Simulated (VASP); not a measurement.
Write the native input for VASP 6.6.1 that does the following.

```yaml
Task: single point
Functional: PBEsol
Potentials_or_basis: VASP PAW PBE potentials, release 64 (Sb, H)
Cutoff: 520 eV
k_mesh: 9 × 9 × 1
Occupations: gaussian, width 0.1 eV
Spin: no spin polarisation
Dipole_correction: yes
Further_INCAR_settings: ALGO = Normal; EDIFF = 1e-06; NBANDS = 16
```

The structure of Sb3H lies in POSCAR:

```
Sb3H
1.0
    3.0617437800      0.0000000000      0.0000000000
    0.0000000000      3.0617437800      0.0000000000
    0.0000000000      0.0000000000     25.1234875600
Sb H
3 1
Direct
    0.0000000000      0.0000000000      0.3383288240
    0.0000000000      0.0000000000      0.4525303139
    0.0000000000      0.0000000000      0.5860371588
    0.0000000000      0.5000000000      0.6351954836
```

These files were run (other wordings do the same):

INCAR

```
SYSTEM = Sb3H
PREC     = Accurate       ! precision mode
ENCUT    = 520            ! plane-wave cutoff, eV
EDIFF    = 1E-6           ! SCF threshold, eV
ISMEAR   = 0              ! smearing method
SIGMA    = 0.1            ! smearing width, eV
LREAL    = .FALSE.        ! projectors in reciprocal space
LASPH    = .TRUE.         ! aspherical terms in the spheres
NELM     = 100            ! most SCF steps
ALGO     = Normal         ! electronic algorithm
ISIF     = 2              ! what is computed and relaxed
LWAVE    = .FALSE.        ! write WAVECAR
LCHARG   = .FALSE.        ! write CHGCAR
LDIPOL   = .TRUE.       
IDIPOL   = 3            
DIPOL    = 0.5 0.5 0.503
GGA      = PS             ! functional
NBANDS   = 16             ! bands
```

KPOINTS

```
Automatic mesh
0
G
  9 9 1
  0 0 0
```

Potentials or basis: VASP PAW PBE potentials, release 64 (Sb, H).

The run is started by

```sh
$ cat potpaw_PBE.64/Sb/POTCAR potpaw_PBE.64/H/POTCAR > POTCAR
$ mpirun -np 1 vasp_std > vasp.out
```

It gave:

The largest force is 0.044 eV/Å and the band gap on the k mesh is zero (bands 8 and 9 overlap by 5.16 eV).

Caveat: the PAW data sets were made with another functional, which shifts forces and pressure a little; spin-orbit coupling is left out, which moves the levels of the heavy elements.

Run time: 100 s on 1 thread of Intel(R) Xeon(R) Platinum 8488C (Sapphire Rapids), on a shared host, peak memory 0.35 GiB.
